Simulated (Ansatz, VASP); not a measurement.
## Te in VASP and in Ansatz

```
Te
1.0
     6.21580    0.00000    0.00000
     0.00000    6.21580    0.00000
     0.00000    0.00000    6.21580
Te
8
Direct
  0.00000 0.00000 0.00000
  0.50000 0.50000 0.50000
  0.25000 0.00000 0.50000
  0.75000 0.00000 0.50000
  0.50000 0.25000 0.00000
  0.50000 0.75000 0.00000
  0.00000 0.50000 0.25000
  0.00000 0.50000 0.75000
```

Alike in both runs: functional RPBE; k mesh 4 × 4 × 4; occupations fermi-dirac, width 0.1 eV; no spin polarisation.

Ansatz relaxed the structure, and its values are those at the end. VASP's run is a single point on that final structure, the one shown.

|  | VASP | Ansatz |
| --- | --- | --- |
| version | VASP 6.6.1 | Ansatz 0.2.0 |
| potentials or method | VASP PAW PBE potentials, release 64 (Te), cutoff 520 eV | plane waves (420 eV) with PAW, scalar-relativistic |
| valence electrons in the cell | 48 | 128 |

|  | VASP | Ansatz | Ansatz less VASP |
| --- | --- | --- | --- |
| pressure (GPa) | -0.1 | 0.0 | +0.10 |

VASP's potentials were made for PBE, not for RPBE. With one functional, cell and mesh, what is left measures potentials, basis and numerics. VASP's potentials hold 48 valence electrons a cell and Ansatz's 128, so a difference there can come from the potentials and not from the codes.

Spin-orbit coupling is off throughout.
